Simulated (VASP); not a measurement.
Input of a VASP 6.6.1 run:

Contents of INCAR:

```
SYSTEM = Al
PREC = Accurate
ENCUT = 520
EDIFF = 1E-6
ISMEAR = -1
SIGMA = 0.08
LREAL = .False.
LASPH = .True.
NELM = 60
ALGO = Normal
ISIF = 2
LWAVE = .False.
LCHARG = .False.
LDIPOL = .True.
IDIPOL = 3
DIPOL = 0.5 0.5 0.500
NBANDS = 10
```

Contents of KPOINTS:

```
regular mesh
0
Gamma
  14 10 1
  0 0 0
```

POSCAR

```
Al
1.0
    2.8165331402      0.0000000000      0.0000000000
    0.0000000000      3.9831793658      0.0000000000
    0.0000000000      0.0000000000     17.4083000000
Al
2
Direct
    0.2500000000      0.2500000000      0.4716991044
    0.7500000000      0.7500000000      0.5283008956
```

Potentials or basis: VASP PAW LDA potentials, release 64 (Al).

Command:

```console
$ cat potpaw_LDA.64/Al/POTCAR > POTCAR
$ mpirun -np 1 vasp_std > vasp.out
```

Task: What does it give for the band gap on the k mesh?

Result: Zero (band 3 reaches -0.88 eV, above the bottom of band 4 at -3.87 eV).

Task: Predict the largest force.

Result: 0.008 eV/Å.

Forces on the atoms (eV/Å):
```
Al   0.000  0.000 -0.008
Al   0.000  0.000  0.008
```
